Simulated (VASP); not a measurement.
# Hf2SiOF2 (P-4m2) in VASP: further runs

Runs on Hf2SiOF2. Level: PBE. Tasks: relaxation of cell and atoms, single point.

Everything below comes from runs of VASP 6.6.1. Logs are shortened: lines on timing, memory, paths and dates and some standing lists are left out, and cuts for length are marked.

## 1. The cell of the first run

Symmetry: P-4m2, No. 115, tetragonal system. The conventional cell has a = 3.191 Å, b = 3.191 Å, c = 7.849 Å, α = 90.00°, β = 90.00°, γ = 90.00°. Hf (site symmetry 2mm) has 5 F at 2.28 to 2.92 Å and 2 Si at 3.08 Å and 2 O at 3.08 Å and 4 Hf at 3.19 Å within 3.2 Å. Within 3.2 Å of Si (site symmetry -4m2) lie 4 O at 2.26 Å and 4 F at 2.80 Å and 4 Hf at 3.08 Å and 4 Si at 3.19 Å. Within 3.2 Å of O (site symmetry -4m2) lie 4 Si at 2.26 Å and 4 F at 2.80 Å and 4 Hf at 3.08 Å and 4 O at 3.19 Å. Within 3.0 Å of F (site symmetry 2mm) lie 5 Hf at 2.28 to 2.92 Å and 2 Si at 2.80 Å and 2 O at 2.80 Å.

The cell was generated, and may not be a known phase.

## 2. Relaxation of cell and atoms, PBE

Input file INCAR:

```
SYSTEM = Hf2SiOF2
  PREC = Accurate
  ENCUT = 600
  EDIFF = 1E-7
  ISMEAR = 0
  SIGMA = 0.1
  LREAL = .False.
  LASPH = .True.
  NELM = 80
  ALGO = Normal
  ISIF = 3
  LWAVE = .False.
  LCHARG = .False.
  GGA = PE
  IBRION = 2
  NSW = 90
  EDIFFG = -0.04
```

Input file KPOINTS:

```
regular mesh
0
Gamma
  6 6 2
  0 0 0
```

Input file POSCAR:

```
Hf2SiOF2
1.0
    3.1912686921      0.0000000000      0.0000000000
    0.0000000000      3.1912686921      0.0000000000
    0.0000000000      0.0000000000      7.8489256740
Hf Si O F
2 1 1 2
Direct
    0.5000000000      0.0000000000      0.3350830064
    0.0000000000      0.5000000000      0.6649169936
    0.5000000000      0.5000000000      0.0000000000
    0.0000000000      0.0000000000      0.0000000000
    0.5000000000      0.0000000000      0.7071092511
    0.0000000000      0.5000000000      0.2928907489
```

Potentials or basis: VASP PAW PBE potentials, release 64 (Hf_pv, Si, O, F).

Run with:

```bash
$ cat potpaw_PBE.64/Hf_pv/POTCAR potpaw_PBE.64/Si/POTCAR potpaw_PBE.64/O/POTCAR potpaw_PBE.64/F/POTCAR > POTCAR
$ mpirun -np 1 vasp_std > vasp.out
```

OUTCAR:

```text
SYSTEM = Hf2SiOF2
   PREC = Accurate
   ENCUT = 600
   EDIFF = 1E-7
   ISMEAR = 0
   LREAL = .False.
   LASPH = .True.
   NELM = 80
   ISIF = 3
   GGA = PE
   IBRION = 2
   NSW = 90
   EDIFFG = -0.04

 ion  position               nearest neighbor table
   1  0.500  0.000  0.335-   6 2.28   6 2.28   6 2.28   6 2.28   3 3.08   3 3.08   2 3.43   2 3.43
                             2 3.43   2 3.43
   2  0.000  0.500  0.665-   5 2.28   5 2.28   5 2.28   5 2.28   3 3.08   3 3.08   1 3.43   1 3.43
                             1 3.43   1 3.43
   3  0.500  0.500  0.000-   4 2.26   4 2.26   4 2.26   4 2.26   2 3.08   2 3.08   1 3.08   1 3.08

   4  0.000  0.000  0.000-   3 2.26   3 2.26   3 2.26   3 2.26
   5  0.500  0.000  0.707-   2 2.28   2 2.28   2 2.28   2 2.28
   6  0.000  0.500  0.293-   1 2.28   1 2.28   1 2.28   1 2.28

  LATTYP: Found a simple tetragonal cell.
 ALAT       =     3.1912686921
 C/A-ratio  =     2.4595001021

  Lattice vectors:

 A1 = (   3.1912686921,   0.0000000000,   0.0000000000)
 A2 = (   0.0000000000,   3.1912686921,   0.0000000000)
 A3 = (   0.0000000000,   0.0000000000,   7.8489256740)

Analysis of symmetry for initial positions (statically):
=====================================================================
 Subroutine PRICEL returns:
 Original cell was already a primitive cell.

 Routine SETGRP: Setting up the symmetry group for a
 simple tetragonal supercell.

 Subroutine GETGRP returns: Found  8 space group operations
 (whereof  8 operations were pure point group operations)
 out of a pool of 16 trial point group operations.

The static configuration has the point symmetry D_2d.

Analysis of symmetry for dynamics (positions and initial velocities):
=====================================================================
 Subroutine PRICEL returns:
 Original cell was already a primitive cell.

 Routine SETGRP: Setting up the symmetry group for a
 simple tetragonal supercell.

 Subroutine GETGRP returns: Found  8 space group operations
 (whereof  8 operations were pure point group operations)
 out of a pool of 16 trial point group operations.

The dynamic configuration has the point symmetry D_2d.

 Subroutine INISYM returns: Found  8 space group operations
 (whereof  8 operations are pure point group operations),
 and found     1 'primitive' translations

----------------------------------------------------------------------------------------

                                     Primitive cell

  volume of cell :      79.9350

[... 81 lines left out ...]
 SYSTEM =  Hf2SiOF2
   PREC   = accura    normal or accurate (medium, high low for compatibility)
   ISTART =      0    job   : 0-new  1-cont  2-samecut
   ICHARG =      2    charge: 1-file 2-atom 10-const
   ISPIN  =      1    spin polarized calculation?
   LNONCOLLINEAR =      F non collinear calculations
   LSORBIT =      F    spin-orbit coupling
   LASPH  =      T    aspherical Exc in radial PAW
   ENCUT  =  600.0 eV  44.10 Ry    6.64 a.u.   6.37  6.37 15.68*2*pi/ulx,y,z
   NELM   =     80;   NELMIN=  2; NELMDL= -5     # of ELM steps
   EDIFF  = 0.1E-06   stopping-criterion for ELM
   LREAL  =      F    real-space projection
   EDIFFG = -.4E-01   stopping-criterion for IOM
   NSW    =     90    number of steps for IOM
   IBRION =      2    ionic relax: 0-MD 1-quasi-New 2-CG
   NFREE  =      1    steps in history (QN), initial steepest desc. (CG)
   ISIF   =      3    stress and relaxation
   ISYM   =      2    0-nonsym 1-usesym 2-fastsym
   POTIM  = 0.5000    time-step for ionic-motion
   TEBEG  =    0.0;   TEEND  =   0.0 temperature during run
   PSTRESS=    0.0 pullay stress
   NELECT =      44.0000    total number of electrons
   NUPDOWN=      -1.0000    fix difference up-down
   EMIN   =  10.00;   EMAX   =-10.00  energy-range for DOS
   EFERMI =   0.00;   METHOD = LEGACY
   ISMEAR =     0;   SIGMA  =   0.10  broadening in eV -4-tet -1-fermi 0-gaus
   EFERMI_NEDOS =   21; number of points for ismear=-14 and -15
   IALGO  =     38    algorithm
   IMIX   =      4    mixing-type and parameters
     AMIX     =   0.40;   BMIX     =  1.00
     AMIX_MAG =   1.60;   BMIX_MAG =  1.00
  volume/ion in A,a.u.               =      13.32        89.90
  Fermi-wavevector in a.u.,A,eV,Ry     =   1.341673  2.535395 24.491669  1.800087
  Thomas-Fermi vector in A             =   2.469888
   LORBIT       =      0    0 simple, 1 ext, 2 COOP (PROOUT), +10 PAW based schemes
   GGA     = PE    functional components
   LHFCALC =     F    Hartree Fock is set to
   AEXX    =    0.0000 exact exchange contribution
   IVDW    =     0    specifies the selected vdW correction
   LEPSILON=     F    determine dielectric tensor
   LRPA    =     F    only Hartree local field effects (RPA)
 conjugate gradient relaxation of ions
 non-spin polarized calculation
 Gauss-broadening in eV      SIGMA  =   0.10
  energy-cutoff  :      600.00
  volume of cell :       79.93
 maximum number of plane-waves:      2692
 NGX is ok and might be reduce to    28
   NGX = 13   NGY = 13   NGZ = 31

--------------------------------------- Ionic step        1  -------------------------------------------

 number of electron      43.9999992 magnetization

 Free energy of the ion-electron system (eV)
  ---------------------------------------------------
  ext. energy  EPLUGINS =         0.00000000
  ---------------------------------------------------
  free energy    TOTEN  =       -40.92547671 eV

  energy without entropy =      -40.91811029  energy(sigma->0) =      -40.92179350

------------------------ aborting loop because EDIFF is reached ----------------------------------------

  FORCE on cell =-STRESS in cart. coord.  units (eV):
  Direction    XX          YY          ZZ          XY          YZ          ZX
  --------------------------------------------------------------------------------------
  -------------------------------------------------------------------------------------
  Total       -1.3260338     -1.3260338      0.0595836      0.0000000     -0.0000000      0.0000000
  in kB      -26.5783620    -26.5783620      1.1942649      0.0000000     -0.0000000      0.0000000
  external PRESSURE =     -17.3208197 kB  Pullay stress =       0.0000000 kB
[... 227 lines left out ...]
--------------------------------------- Ionic step        7  -------------------------------------------

 number of electron      43.9999982 magnetization

 Free energy of the ion-electron system (eV)
  ---------------------------------------------------
  ext. energy  EPLUGINS =         0.00000000
  ---------------------------------------------------
  free energy    TOTEN  =       -40.94078667 eV

  energy without entropy =      -40.93546336  energy(sigma->0) =      -40.93812501

 E-fermi :   6.6698     XC(G=0): -11.4636

 val. band max:        6.6025681596   @ k =   0.1667   0.1667   0.5000
 cond. band min:       6.7377004148   @ k =   0.5000   0.0000   0.0000
 fundamental gap:      0.1351322551
 Fermi energy:         6.6697612818

 k-point     1 :       0.0000    0.0000    0.0000
  band No.  band energies     occupation
      1     -25.3366      2.00000
      2     -25.2347      2.00000
      3     -25.2347      2.00000
      4     -25.1569      2.00000
      5     -25.1397      2.00000
      6     -25.1397      2.00000
[... 602 lines left out ...]
  FREE ENERGIE OF THE ION-ELECTRON SYSTEM (eV)
  ---------------------------------------------------
  free  energy   TOTEN  =       -40.9407866663 eV

  energy  without entropy=      -40.9354633569  energy(sigma->0) =      -40.93812501

 reached required accuracy - stopping structural energy minimisation
```

CONTCAR:

```text
Hf2SiOF2
   1.00000000000000
     3.1576417127482506   -0.0000000000000000    0.0000000000000000
     0.0000000000000000    3.1576417127482506   -0.0000000000000000
    -0.0000000000000000   -0.0000000000000000    7.9650802001346293
  Hf              Si              O               F
     2     1     1     2
Direct
     0.5000000000000000    0.0000000000000000    0.3377163017776563
     1.0000000000000000    0.5000000000000000    0.6622836982223437
     0.5000000000000000    0.5000000000000000    0.0000000000000000
     0.0000000000000000    0.0000000000000000    0.0000000000000000
     0.5000000000000000    0.0000000000000000    0.7064350111465865
     1.0000000000000000    0.5000000000000000    0.2935649888534136

  0.00000000E+00  0.00000000E+00  0.00000000E+00
  0.00000000E+00  0.00000000E+00  0.00000000E+00
  0.00000000E+00  0.00000000E+00  0.00000000E+00
  0.00000000E+00  0.00000000E+00  0.00000000E+00
  0.00000000E+00  0.00000000E+00  0.00000000E+00
  0.00000000E+00  0.00000000E+00  0.00000000E+00
```

It took 7.4 min on 1 thread of Intel Xeon 8259CL, shared host; peak memory 0.26 GiB.

Results:

```yaml
Free_energy: -40.9408 eV
Relaxed_volume: 13.24 Å³/atom
Relaxed_cell: a = 3.158 Å, b = 3.158 Å, c = 7.965 Å, α = 90.00°, β = 90.00°, γ = 90.00°
Space_group_after_relaxing_to_0.1_Å: P-4m2 (No. 115)
Energy_gained_by_relaxing: 2.6 meV/atom
Ionic_steps: 7
Pressure_after_relaxing: -0.1 GPa
Largest_force_after_relaxing: 0.008 eV/Å
Band_gap_on_the_k_mesh: zero (bands 22 and 23 overlap by 0.77 eV)
```

Forces on the atoms (eV/Å):
```
Hf   0.000  0.000  0.008
Hf   0.000  0.000 -0.008
Si   0.000  0.000  0.000
O    0.000  0.000  0.000
F    0.000  0.000  0.006
F    0.000  0.000 -0.006
```

Step by step:
| step | energy change (eV) | largest force (eV/Å) | pressure (GPa) | volume (Å³) |
| --- | --- | --- | --- | --- |
| 1 | 0.0000 | 0.0766 | -1.73 | 79.93 |
| 2 | -0.0083 | 0.0776 | 1.40 | 78.28 |
| 3 | -0.0103 | 0.0495 | 0.42 | 78.77 |
| 4 | -0.0126 | 0.0734 | 0.23 | 78.98 |
| 5 | -0.0136 | 0.1104 | -0.06 | 79.29 |
| 6 | -0.0149 | 0.0608 | -0.10 | 79.35 |
| 7 | -0.0153 | 0.0081 | -0.14 | 79.42 |

Final structure:
```
Hf Si O F
1.0
     3.15764    0.00000    0.00000
     0.00000    3.15764    0.00000
     0.00000    0.00000    7.96508
Hf Si O F
2 1 1 2
Cartesian
  1.5788 0.0000 2.6899
  3.1576 1.5788 5.2751
  1.5788 1.5788 0.0000
  0.0000 0.0000 0.0000
  1.5788 0.0000 5.6268
  3.1576 1.5788 2.3383
```

Levels at points of the mesh, in eV from the Fermi level:
| k point | band 20 | band 21 | band 22 | band 23 | band 24 | band 25 |
| --- | --- | --- | --- | --- | --- | --- |
| (0.00, 0.00, 0.00) | -2.76 | -2.23 | -2.05 | 0.26 | 1.09 | 1.55 |
| (0.50, 0.00, 0.00) | -1.11 | -0.33 | -0.08 | 0.07 | 1.53 | 1.64 |
| (0.50, 0.50, 0.00) | -1.76 | -1.28 | -0.30 | 1.03 | 1.03 | 2.53 |
| (0.00, 0.00, 0.50) | -2.86 | -2.12 | -1.78 | 0.41 | 1.24 | 1.47 |
| (0.50, 0.00, 0.50) | -1.11 | -1.03 | 0.20 | 0.27 | 1.48 | 1.65 |
| (0.50, 0.50, 0.50) | -2.25 | -1.35 | 0.71 | 0.71 | 1.97 | 1.97 |

Caveat: the k points lie up to 0.39 Å⁻¹ apart in the final cell, too coarse for converged energies and pressures of a metal; spin-orbit coupling is left out, which moves the levels of the heavy elements.

## 3. Relaxation of cell and atoms, PBE

This run uses another cell than the first one, of 15.57 Å³/atom.

Input file INCAR:

```
PREC = Accurate ; ENCUT = 600
EDIFF = 1E-6 ; ISMEAR = 0
SIGMA = 0.1 ; LREAL = False
LASPH = True ; NELM = 80
ALGO = Normal ; ISIF = 3
LWAVE = False ; LCHARG = False
GGA = PE ; IBRION = 2
NSW = 90 ; EDIFFG = -0.04
```

Input file KPOINTS:

```
regular mesh
0
Gamma
  4 4 4
```

Input file POSCAR:

```
Hf2SiOF2
1.0
    3.8252084800      0.0000000000      0.0000000000
    0.0000000000      3.8252084800      0.0000000000
    0.0000000000      0.0000000000      6.3841931300
Hf Si O F
2 1 1 2
Direct
    0.5000000000      0.0000000000      0.3182089900
    0.0000000000      0.5000000000      0.6817910100
    0.5000000000      0.5000000000      0.0000000000
    0.0000000000      0.0000000000      0.0000000000
    0.5000000000      0.0000000000      0.8291289800
    0.0000000000      0.5000000000      0.1708710200
```

Potentials or basis: VASP PAW PBE potentials, release 64 (Hf_pv, Si, O, F).

Run with:

```bash
$ cat potpaw_PBE.64/Hf_pv/POTCAR potpaw_PBE.64/Si/POTCAR potpaw_PBE.64/O/POTCAR potpaw_PBE.64/F/POTCAR > POTCAR
$ mpirun -np 1 vasp_std > vasp.out
```

Run time: 30 min. Hardware: 1 thread of Intel Xeon 8259CL, shared host; peak memory 0.29 GiB.

The run converged. Its results:

| Quantity | Value |
| --- | --- |
| Free energy | -45.0017 eV |
| Relaxed volume | 19.16 Å³/atom |
| Relaxed cell | a = 4.654 Å, b = 4.654 Å, c = 5.307 Å, α = 90.00°, β = 90.00°, γ = 90.00° |
| Space group after relaxing (to 0.1 Å) | P-4m2 (No. 115) |
| Energy gained by relaxing | 1543.2 meV/atom |
| Ionic steps | 42 |
| Pressure after relaxing | 0.1 GPa |
| Largest force after relaxing | 0.020 eV/Å |
| Band gap on the k mesh | zero (bands 22 and 23 overlap by 0.47 eV) |

Forces in eV/Å, atoms in the order of the input:
```
Hf   0.000  0.000  0.005
Hf   0.000  0.000 -0.005
Si   0.000  0.000  0.000
O    0.000  0.000  0.000
F    0.000  0.000 -0.020
F    0.000  0.000  0.020
```

The path:
| step | energy change (eV) | largest force (eV/Å) | pressure (GPa) | volume (Å³) |
| --- | --- | --- | --- | --- |
| 1 | 0.0000 | 2.8261 | -6.27 | 93.41 |
| 3 | -1.4238 | 3.1009 | 25.70 | 71.52 |
| 5 | -1.9608 | 2.8254 | 15.60 | 75.04 |
| 7 | -3.9409 | 0.5925 | 22.36 | 72.64 |
| 9 | -4.6876 | 1.0028 | -1.97 | 85.27 |
| 11 | -4.7498 | 0.9895 | -0.95 | 84.85 |
| 13 | -5.3648 | 1.0887 | 1.26 | 87.88 |
| 15 | -5.8964 | 1.4322 | 6.19 | 91.39 |
| 17 | -5.9857 | 1.6762 | 6.34 | 92.43 |
| 19 | -6.2404 | 3.1921 | 6.67 | 97.10 |
| 21 | -7.4410 | 2.8077 | 1.09 | 104.84 |
| 23 | -6.5401 | 6.3738 | -7.96 | 136.95 |
| 25 | -8.9554 | 1.6538 | -7.46 | 121.52 |
| 27 | -9.1269 | 0.7682 | -3.92 | 119.31 |
| 29 | -9.2373 | 0.2477 | 0.14 | 113.94 |
| 31 | -9.2391 | 0.1365 | 0.09 | 113.86 |
| 33 | -9.2407 | 0.2338 | -0.16 | 114.09 |
| 35 | -9.2483 | 0.1878 | -0.31 | 114.55 |
| 37 | -9.2535 | 0.1063 | -0.95 | 116.36 |
| 39 | -9.2588 | 0.0656 | 0.29 | 114.81 |
| 41 | -9.2587 | 0.1161 | -0.03 | 115.00 |
| 42 | -9.2591 | 0.0198 | 0.08 | 114.98 |

Final structure:
```
CELL_PARAMETERS angstrom
4.65447 0.00000 0.00000
0.00000 4.65447 0.00000
0.00000 0.00000 5.30720
ATOMIC_POSITIONS crystal
Hf 0.50000 0.00000 0.12961
Hf 0.00000 0.50000 0.87039
Si 0.50000 0.50000 0.00000
O 0.00000 0.00000 0.00000
F 0.50000 0.00000 0.48911
F 0.00000 0.50000 0.51089
```

Levels at points of the mesh, in eV from the Fermi level:
| k point | band 19 | band 20 | band 21 | band 22 | band 23 | band 24 | band 25 | band 26 |
| --- | --- | --- | --- | --- | --- | --- | --- | --- |
| (0.00, 0.00, 0.00) | -3.89 | -1.57 | -0.49 | -0.49 | -0.47 | 1.86 | 2.95 | 3.04 |
| (0.50, 0.00, 0.00) | -3.60 | -2.86 | -2.00 | -0.85 | 1.62 | 1.97 | 2.46 | 3.01 |
| (0.50, 0.50, 0.00) | -3.33 | -2.57 | -2.57 | -0.61 | 1.48 | 1.48 | 2.33 | 2.57 |
| (0.00, 0.00, 0.50) | -3.84 | -1.72 | -0.43 | -0.30 | -0.30 | 2.64 | 3.25 | 3.29 |
| (0.50, 0.00, 0.50) | -3.47 | -2.72 | -1.81 | -0.63 | 1.66 | 2.46 | 2.64 | 3.18 |
| (0.50, 0.50, 0.50) | -3.18 | -2.50 | -2.50 | -0.19 | 1.73 | 1.73 | 2.40 | 2.42 |

Caveat: the k points lie up to 0.34 Å⁻¹ apart in the final cell; the volume moved by over 15 % at a fixed basis, so the end points are rough; spin-orbit coupling is left out, which moves the levels of the heavy elements.

## 4. Single point, PBE

This run uses another cell than the first one, of 13.37 Å³/atom.

Input file INCAR:

```
SYSTEM = Hf2SiOF2
PREC     = Accurate       ! precision mode
ENCUT    = 520            ! plane-wave cutoff, eV
EDIFF    = 1E-6           ! SCF threshold, eV
ISMEAR   = 0              ! smearing method
SIGMA    = 0.1            ! smearing width, eV
LREAL    = .False.        ! projectors in reciprocal space
LASPH    = .True.         ! aspherical terms in the spheres
NELM     = 100            ! most SCF steps
ALGO     = Normal         ! electronic algorithm
ISIF     = 2              ! what is computed and relaxed
LWAVE    = .False.        ! write WAVECAR
LCHARG   = .False.        ! write CHGCAR
GGA      = PE             ! functional
NBANDS   = 31             ! bands
```

Input file KPOINTS:

```
Automatic mesh
0
Gamma
  12 12 6
  0 0 0
```

Input file POSCAR:

```
Hf2SiOF2
1.0
    3.1781957511      0.0000000000      0.0000000000
    0.0000000000      3.1781957511      0.0000000000
    0.0000000000      0.0000000000      7.9408751545
Hf Si O F
2 1 1 2
Direct
    0.5000000000      0.0000000000      0.3378262868
    0.0000000000      0.5000000000      0.6621737132
    0.5000000000      0.5000000000      0.0000000000
    0.0000000000      0.0000000000      0.0000000000
    0.5000000000      0.0000000000      0.7077188257
    0.0000000000      0.5000000000      0.2922811743
```

Run with:

```bash
$ cat potpaw_PBE.64/Hf_pv/POTCAR potpaw_PBE.64/Si/POTCAR potpaw_PBE.64/O/POTCAR potpaw_PBE.64/F/POTCAR > POTCAR
$ mpirun -np 1 vasp_std > vasp.out
```

Wall time 3.5 min (1 thread of Intel Xeon 8259CL, shared host); peak memory 0.37 GiB.

Results (log left out):

```yaml
Free_energy: -40.9260 eV
Pressure: -1.6 GPa
Largest_force: 0.071 eV/Å
Band_gap_on_the_k_mesh: zero (bands 22 and 23 overlap by 0.82 eV)
```

Forces on the atoms (eV/Å):
```
Hf   0.000  0.000 -0.038
Hf   0.000  0.000  0.038
Si   0.000  0.000  0.000
O    0.000  0.000  0.000
F    0.000  0.000 -0.071
F    0.000  0.000  0.071
```

Stress tensor (GPa, compression positive):
```
-1.94  0.00  0.00
 0.00 -1.94  0.00
 0.00  0.00 -0.80
```

Levels at points of the mesh, in eV from the Fermi level:
```csv
k point,band 20,band 21,band 22,band 23,band 24,band 25
"(0.00, 0.00, 0.00)",-2.80,-2.29,-2.08,0.14,1.02,1.42
"(0.50, 0.00, 0.00)",-1.20,-0.39,-0.18,-0.03,1.42,1.52
"(0.50, 0.50, 0.00)",-1.83,-1.36,-0.35,0.91,0.91,2.47
"(0.00, 0.00, 0.50)",-2.90,-2.16,-1.79,0.26,1.14,1.33
"(0.50, 0.00, 0.50)",-1.20,-1.12,0.10,0.17,1.35,1.55
"(0.50, 0.50, 0.50)",-2.32,-1.40,0.58,0.58,1.87,1.93
```

Caveat: spin-orbit coupling is left out, which moves the levels of the heavy elements.

## 5. Overview

| task | cell | k mesh | cutoff (eV) | gap on the mesh (eV) | pressure (GPa) | relaxed volume (Å³/atom) | largest force (eV/Å) |
| --- | --- | --- | --- | --- | --- | --- | --- |
| relaxation of cell and atoms | relaxed from a = 3.191, b = 3.191, c = 7.849 Å, 6 atoms, atomic positions A | 6 × 6 × 2 | 600 | none | -0.1 | 13.24 | 0.01 |
| relaxation of cell and atoms | relaxed from a = 3.825, b = 3.825, c = 6.384 Å, 6 atoms, atomic positions B | 4 × 4 × 4 | 600 | none | 0.1 | 19.16 | 0.02 |
| single point | a = 3.178, b = 3.178, c = 7.941 Å, 6 atoms, atomic positions C | 12 × 12 × 6 | 520 | none | -1.6 | - | 0.07 |

Alike in all rows: level PBE; potentials or basis VASP PAW PBE potentials, release 64 (Hf_pv, Si, O, F); no spin polarisation; smearing gaussian 0.1 eV.

Caveats: some runs use coarse meshes; spin-orbit coupling is left out, which moves the levels of the heavy elements; the volume moved by over 15 % at a fixed basis, so the end points are rough (at least some runs).

Absolute energies hang on the potentials; compare differences alone.

The gap in the log of VASP goes by the Fermi energy; the results here count the filled bands.